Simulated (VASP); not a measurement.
# TlBr (Pm-3m) in VASP: notebook

The runs below take TlBr through single point, with PBE.

Everything below comes from runs of VASP 6.6.1. Logs are shortened: lines on timing, memory, paths and dates and some standing lists are left out, and cuts for length are marked.

### 1 The cell of the first run

Symmetry: Pm-3m, No. 221, cubic system. Conventional cell: a = 3.970 Å, b = 3.970 Å, c = 3.970 Å, α = 90.00°, β = 90.00°, γ = 90.00°. Within 4.5 Å of Tl (site symmetry m-3m) lie 8 Br at 3.44 Å and 6 Tl at 3.97 Å. Within 4.5 Å of Br (site symmetry m-3m) lie 8 Tl at 3.44 Å and 6 Br at 3.97 Å.

### 2 Single point, PBE

Contents of INCAR:

```
SYSTEM = TlBr
ALGO = Normal ; EDIFF = 1E-6
ENCUT = 500 ; GGA = PE
GGA_COMPAT = .False. ; ISIF = 2
ISMEAR = -1 ; LASPH = .True.
LCHARG = .False. ; LREAL = .False.
LWAVE = .False. ; NBANDS = 17
NELM = 120 ; PREC = Accurate
SIGMA = 0.03
```

Contents of KPOINTS:

```
k-points
0
Gamma
  8 8 8
  0 0 0
```

Contents of POSCAR:

```
TlBr
1.0
    3.9700000000      0.0000000000      0.0000000000
    0.0000000000      3.9700000000      0.0000000000
    0.0000000000      0.0000000000      3.9700000000
Tl Br
1 1
Direct
    0.0000000000      0.0000000000      0.0000000000
    0.5000000000      0.5000000000      0.5000000000
```

Potentials or basis: VASP PAW PBE potentials, release 64 (Tl_d, Br).

Run with:

```
> cat potpaw_PBE.64/Tl_d/POTCAR potpaw_PBE.64/Br/POTCAR > POTCAR
> mpirun -np 1 vasp_std > vasp.out
```

OUTCAR:

```text
SYSTEM = TlBr
   EDIFF = 1E-6
   ENCUT = 500
   GGA = PE
   ISIF = 2
   ISMEAR = -1
   LASPH = .True.
   LREAL = .False.
   NELM = 120
   PREC = Accurate

 ion  position               nearest neighbor table
   1  0.000  0.000  0.000-   2 3.44   2 3.44   2 3.44   2 3.44   2 3.44   2 3.44   2 3.44   2 3.44

   2  0.500  0.500  0.500-   1 3.44   1 3.44   1 3.44   1 3.44   1 3.44   1 3.44   1 3.44   1 3.44

  LATTYP: Found a simple cubic cell.
 ALAT       =     3.9700000000

  Lattice vectors:

 A1 = (   3.9700000000,   0.0000000000,   0.0000000000)
 A2 = (   0.0000000000,   3.9700000000,   0.0000000000)
 A3 = (   0.0000000000,   0.0000000000,   3.9700000000)

Analysis of symmetry for initial positions (statically):
=====================================================================
 Subroutine PRICEL returns:
 Original cell was already a primitive cell.

 Routine SETGRP: Setting up the symmetry group for a
 simple cubic supercell.

 Subroutine GETGRP returns: Found 48 space group operations
 (whereof 48 operations were pure point group operations)
 out of a pool of 48 trial point group operations.

The static configuration has the point symmetry O_h .

Analysis of symmetry for dynamics (positions and initial velocities):
=====================================================================
 Subroutine PRICEL returns:
 Original cell was already a primitive cell.

 Routine SETGRP: Setting up the symmetry group for a
 simple cubic supercell.

 Subroutine GETGRP returns: Found 48 space group operations
 (whereof 48 operations were pure point group operations)
 out of a pool of 48 trial point group operations.

The dynamic configuration has the point symmetry O_h .

 Subroutine INISYM returns: Found 48 space group operations
 (whereof 48 operations are pure point group operations),
 and found     1 'primitive' translations

----------------------------------------------------------------------------------------

                                     Primitive cell

  volume of cell :      62.5708

  direct lattice vectors                    reciprocal lattice vectors
     3.970000000  0.000000000  0.000000000     0.251889169  0.000000000  0.000000000
     0.000000000  3.970000000  0.000000000     0.000000000  0.251889169  0.000000000
     0.000000000  0.000000000  3.970000000     0.000000000  0.000000000  0.251889169

  length of vectors
     3.970000000  3.970000000  3.970000000     0.251889169  0.251889169  0.251889169

  position of ions in fractional coordinates (direct lattice)
     0.000000000  0.000000000  0.000000000
     0.500000000  0.500000000  0.500000000

  ion indices of the primitive-cell ions
   primitive index   ion index
                 1           1
                 2           2

----------------------------------------------------------------------------------------

 KPOINTS: k-points

Automatic generation of k-mesh.
 Grid dimensions read from file:
 generate k-points for:    8    8    8

 Generating k-lattice:

  Cartesian coordinates                     Fractional coordinates (reciprocal lattice)
     0.031486146  0.000000000  0.000000000     0.125000000  0.000000000  0.000000000
     0.000000000  0.031486146  0.000000000     0.000000000  0.125000000  0.000000000
     0.000000000  0.000000000  0.031486146     0.000000000  0.000000000  0.125000000

  Length of vectors
     0.031486146  0.031486146  0.031486146

  Shift w.r.t. Gamma in fractional coordinates (k-lattice)
     0.000000000  0.000000000  0.000000000

 Subroutine IBZKPT returns following result:
 ===========================================

 Found     35 irreducible k-points:

 Following reciprocal coordinates:
            Coordinates               Weight
  0.000000  0.000000  0.000000      1.000000
  0.125000  0.000000  0.000000      6.000000
  0.250000  0.000000  0.000000      6.000000
  0.375000  0.000000  0.000000      6.000000
  0.500000  0.000000  0.000000      3.000000
  0.125000  0.125000  0.000000     12.000000
[... 16 lines left out ...]
  0.375000  0.375000  0.125000     24.000000
  0.500000  0.375000  0.125000     24.000000
 [... further k-points ...]
   k-points           NKPTS =     35   k-points in BZ     NKDIM =     35   number of bands    NBANDS=     17
   number of dos      NEDOS =    301   number of ions     NIONS =      2
   total plane-waves  NPLWV =  27000
   dimension x,y,z NGX =    30 NGY =   30 NGZ =   30
   dimension x,y,z NGXF=    60 NGYF=   60 NGZF=   60
   ions per type =               1   1
   NGX,Y,Z   is equivalent  to a cutoff of  12.56, 12.56, 12.56 a.u.
   NGXF,Y,Z  is equivalent  to a cutoff of  25.13, 25.13, 25.13 a.u.
 SYSTEM =  TlBr
   PREC   = accura    normal or accurate (medium, high low for compatibility)
   ISTART =      0    job   : 0-new  1-cont  2-samecut
   ICHARG =      2    charge: 1-file 2-atom 10-const
   ISPIN  =      1    spin polarized calculation?
   LNONCOLLINEAR =      F non collinear calculations
   LSORBIT =      F    spin-orbit coupling
   LASPH  =      T    aspherical Exc in radial PAW
   ENCUT  =  500.0 eV  36.75 Ry    6.06 a.u.   7.24  7.24  7.24*2*pi/ulx,y,z
   NELM   =    120;   NELMIN=  2; NELMDL= -5     # of ELM steps
   EDIFF  = 0.1E-05   stopping-criterion for ELM
   LREAL  =      F    real-space projection
   EDIFFG = 0.1E-04   stopping-criterion for IOM
   NSW    =      0    number of steps for IOM
   IBRION =     -1    ionic relax: 0-MD 1-quasi-New 2-CG
   NFREE  =      0    steps in history (QN), initial steepest desc. (CG)
   ISIF   =      2    stress and relaxation
   ISYM   =      2    0-nonsym 1-usesym 2-fastsym
   POTIM  = 0.5000    time-step for ionic-motion
   TEBEG  =    0.0;   TEEND  =   0.0 temperature during run
   PSTRESS=    0.0 pullay stress
   NELECT =      20.0000    total number of electrons
   NUPDOWN=      -1.0000    fix difference up-down
   EMIN   =  10.00;   EMAX   =-10.00  energy-range for DOS
   EFERMI =   0.00;   METHOD = LEGACY
   ISMEAR =    -1;   SIGMA  =   0.03  broadening in eV -4-tet -1-fermi 0-gaus
   EFERMI_NEDOS =   21; number of points for ismear=-14 and -15
   IALGO  =     38    algorithm
   IMIX   =      4    mixing-type and parameters
     AMIX     =   0.40;   BMIX     =  1.00
     AMIX_MAG =   1.60;   BMIX_MAG =  1.00
  volume/ion in A,a.u.               =      31.29       211.12
  Fermi-wavevector in a.u.,A,eV,Ry     =   1.119337  2.115241 17.046958  1.252916
  Thomas-Fermi vector in A             =   2.255976
   LORBIT       =      0    0 simple, 1 ext, 2 COOP (PROOUT), +10 PAW based schemes
   GGA     = PE    functional components
   LHFCALC =     F    Hartree Fock is set to
   AEXX    =    0.0000 exact exchange contribution
   IVDW    =     0    specifies the selected vdW correction
   LEPSILON=     F    determine dielectric tensor
   LRPA    =     F    only Hartree local field effects (RPA)
 non-spin polarized calculation
  energy-cutoff  :      500.00
  volume of cell :       62.57
 maximum number of plane-waves:      1622
 NGX is ok and might be reduce to    30
   NGX = 15   NGY = 15   NGZ = 15

 number of electron      20.0000004 magnetization

 Free energy of the ion-electron system (eV)
  ---------------------------------------------------
  ext. energy  EPLUGINS =         0.00000000
  ---------------------------------------------------
  free energy    TOTEN  =        -5.52875812 eV

  energy without entropy =       -5.52875812  energy(sigma->0) =       -5.52875812

 E-fermi :   3.0442     XC(G=0):  -9.0055

 val. band max:        2.4644456162   @ k =   0.5000   0.0000   0.0000
 cond. band min:       4.3057560027   @ k =   0.5000   0.0000   0.0000
 fundamental gap:      1.8413103865
 Fermi energy:         3.0442430717

 k-point     1 :       0.0000    0.0000    0.0000
  band No.  band energies     occupation
      1     -11.3164      2.00000
      2      -7.6559      2.00000
      3      -7.6559      2.00000
      4      -7.4754      2.00000
      5      -7.4754      2.00000
      6      -7.4754      2.00000
[... 9 lines left out ...]
     16      13.6917      0.00000
     17      15.9164      0.00000

 k-point     2 :       0.1250    0.0000    0.0000
  band No.  band energies     occupation
      1     -11.2828      2.00000
      2      -7.6543      2.00000
      3      -7.6362      2.00000
      4      -7.4846      2.00000
      5      -7.4846      2.00000
      6      -7.4746      2.00000
[... 9 lines left out ...]
     16      14.5766      0.00000
     17      15.6585      0.00000

 k-point     3 :       0.2500    0.0000    0.0000
  band No.  band energies     occupation
      1     -11.1991      2.00000
      2      -7.6506      2.00000
      3      -7.5894      2.00000
      4      -7.5066      2.00000
      5      -7.5066      2.00000
      6      -7.4726      2.00000
[... 9 lines left out ...]
     16      14.5510      0.00000
     17      15.7052      0.00000

 k-point     4 :       0.3750    0.0000    0.0000
  band No.  band energies     occupation
      1     -11.1114      2.00000
      2      -7.6468      2.00000
      3      -7.5445      2.00000
      4      -7.5284      2.00000
      5      -7.5284      2.00000
      6      -7.4707      2.00000
[... 9 lines left out ...]
     16      14.0358      0.00000
     17      15.9830      0.00000

 k-point     5 :       0.5000    0.0000    0.0000
  band No.  band energies     occupation
      1     -11.0737      2.00000
      2      -7.6453      2.00000
      3      -7.5374      2.00000
      4      -7.5374      2.00000
      5      -7.5266      2.00000
      6      -7.4699      2.00000
[... 9 lines left out ...]
     16      15.7241      0.00000
     17      15.9953      0.00000

 k-point     6 :       0.1250    0.1250    0.0000
  band No.  band energies     occupation
      1     -11.2514      2.00000
      2      -7.6439      2.00000
      3      -7.6249      2.00000
      4      -7.4918      2.00000
      5      -7.4852      2.00000
      6      -7.4819      2.00000
[... 9 lines left out ...]
     16      14.2105      0.00000
     17      14.9187      0.00000

 k-point     7 :       0.2500    0.1250    0.0000
  band No.  band energies     occupation
      1     -11.1733      2.00000
      2      -7.6369      2.00000
      3      -7.5803      2.00000
      4      -7.5084      2.00000
      5      -7.5051      2.00000
      6      -7.4807      2.00000
[... 9 lines left out ...]
     16      13.9958      0.00000
     17      14.5909      0.00000

 k-point     8 :       0.3750    0.1250    0.0000
  band No.  band energies     occupation
      1     -11.0919      2.00000
      2      -7.6326      2.00000
      3      -7.5349      2.00000
      4      -7.5262      2.00000
      5      -7.5236      2.00000
      6      -7.4782      2.00000
[... 9 lines left out ...]
     16      14.3846      0.00000
     17      14.7741      0.00000
[... 203 lines left out ...]
      1     -11.0390      2.00000
      2      -7.6143      2.00000
      3      -7.5483      2.00000
      4      -7.5127      2.00000
      5      -7.5083      2.00000
      6      -7.4851      2.00000
[... 9 lines left out ...]
     16      14.2335      0.00000
     17      14.2662      0.00000

 k-point    20 :       0.2500    0.2500    0.1250
  band No.  band energies     occupation
      1     -11.0860      2.00000
      2      -7.5950      2.00000
      3      -7.5450      2.00000
      4      -7.5250      2.00000
      5      -7.5085      2.00000
      6      -7.4924      2.00000
[... 9 lines left out ...]
     16      14.1060      0.00000
     17      14.8820      0.00000

 k-point    21 :       0.3750    0.2500    0.1250
  band No.  band energies     occupation
      1     -11.0221      2.00000
      2      -7.5858      2.00000
      3      -7.5427      2.00000
      4      -7.5126      2.00000
      5      -7.4973      2.00000
      6      -7.4941      2.00000
[... 9 lines left out ...]
     16      13.7286      0.00000
     17      14.8483      0.00000

 k-point    22 :       0.5000    0.2500    0.1250
  band No.  band energies     occupation
      1     -10.9950      2.00000
      2      -7.5829      2.00000
      3      -7.5517      2.00000
      4      -7.5067      2.00000
      5      -7.4981      2.00000
      6      -7.4789      2.00000
[... 9 lines left out ...]
     16      13.3465      0.00000
     17      15.5846      0.00000

 k-point    23 :       0.3750    0.3750    0.1250
  band No.  band energies     occupation
      1     -10.9715      2.00000
      2      -7.5686      2.00000
      3      -7.5393      2.00000
      4      -7.5270      2.00000
      5      -7.4923      2.00000
      6      -7.4589      2.00000
[... 9 lines left out ...]
     16      13.3952      0.00000
     17      14.8205      0.00000

 k-point    24 :       0.5000    0.3750    0.1250
  band No.  band energies     occupation
      1     -10.9503      2.00000
      2      -7.5634      2.00000
      3      -7.5425      2.00000
      4      -7.5259      2.00000
      5      -7.4943      2.00000
      6      -7.4402      2.00000
[... 9 lines left out ...]
     16      13.3776      0.00000
     17      15.1324      0.00000

 [... further k-points ...]

------------------------ aborting loop because EDIFF is reached ----------------------------------------

  FORCE on cell =-STRESS in cart. coord.  units (eV):
  Direction    XX          YY          ZZ          XY          YZ          ZX
  --------------------------------------------------------------------------------------
  -------------------------------------------------------------------------------------
  Total        0.5449620      0.5449620      0.5449620      0.0000000      0.0000000     -0.0000000
  in kB       13.9542111     13.9542111     13.9542111      0.0000000      0.0000000     -0.0000000
  external PRESSURE =      13.9542111 kB  Pullay stress =       0.0000000 kB

 VOLUME and BASIS-vectors are now :
 -----------------------------------------------------------------------------
  energy-cutoff  :      500.00
  volume of cell :       62.57
      direct lattice vectors                 reciprocal lattice vectors
     3.970000000  0.000000000  0.000000000     0.251889169  0.000000000  0.000000000
     0.000000000  3.970000000  0.000000000     0.000000000  0.251889169  0.000000000
     0.000000000  0.000000000  3.970000000     0.000000000  0.000000000  0.251889169

 POSITION                                       TOTAL-FORCE (eV/Angst)
 -----------------------------------------------------------------------------------
      0.00000      0.00000      0.00000         0.000000      0.000000      0.000000
      1.98500      1.98500      1.98500         0.000000      0.000000      0.000000
 -----------------------------------------------------------------------------------
    total drift:                               -0.000000     -0.000000     -0.000000

  FREE ENERGIE OF THE ION-ELECTRON SYSTEM (eV)
  ---------------------------------------------------
  free  energy   TOTEN  =        -5.5287581209 eV

  energy  without entropy=       -5.5287581209  energy(sigma->0) =       -5.52875812
```

It took 38 s on 1 thread of AMD EPYC 7R13, shared host; peak memory 0.16 GiB.

Results:

| Quantity | Value |
| --- | --- |
| Free energy | -5.5288 eV |
| Pressure | 1.4 GPa |
| Band gap on the k mesh | 1.84 eV |

Caveat: spin-orbit coupling is left out, which moves the levels of the heavy elements.

### 3 Single point, PBE (29.42 Å³/atom)

This run uses another cell than the first one, of 29.42 Å³/atom.

Contents of INCAR:

```
PREC = Accurate ; ENCUT = 500
EDIFF = 1E-6 ; ISMEAR = -1
SIGMA = 0.03 ; LREAL = F
LASPH = T ; NELM = 120
ALGO = Normal ; ISIF = 2
LWAVE = F ; LCHARG = F
GGA = PE ; NBANDS = 17
GGA_COMPAT = F
```

Contents of KPOINTS:

```
regular mesh
0
Gamma
  8 8 8
```

Contents of POSCAR:

```
TlBr
1.0
    3.8896462607      0.0000000000      0.0000000000
    0.0000000000      3.8896462607      0.0000000000
    0.0000000000      0.0000000000      3.8896462607
Tl Br
1 1
Direct
    0.0000000000      0.0000000000      0.0000000000
    0.5000000000      0.5000000000      0.5000000000
```

Potentials or basis: VASP PAW PBE potentials, release 64 (Tl_d, Br).

Run with:

```
> cat potpaw_PBE.64/Tl_d/POTCAR potpaw_PBE.64/Br/POTCAR > POTCAR
> mpirun -np 1 vasp_std > vasp.out
```

It took 34 s on 1 thread of AMD EPYC 7R13, shared host; peak memory 0.15 GiB.

The run converged. Its results:

| Property | Result |
| --- | --- |
| Free energy | -5.4746 eV |
| Pressure | 3.3 GPa |
| Band gap on the k mesh | 1.66 eV |

Levels at points of the mesh, in eV from the valence-band top:
| k point | band 8 | band 9 | band 10 | band 11 | band 12 | band 13 |
| --- | --- | --- | --- | --- | --- | --- |
| (0.00, 0.00, 0.00) | -1.63 | -1.63 | -1.63 | 6.80 | 6.80 | 7.46 |
| (0.50, 0.00, 0.00) | -1.05 | -1.05 | 0.00 | 1.66 | 5.72 | 5.72 |
| (0.50, 0.50, 0.00) | -3.44 | -3.44 | -0.97 | 4.92 | 4.92 | 7.58 |
| (0.50, 0.50, 0.50) | -2.28 | -2.28 | -2.28 | 1.83 | 1.83 | 1.83 |

Caveat: the cell stands under pressure; spin-orbit coupling is left out, which moves the levels of the heavy elements. A k mesh can miss the band edges.
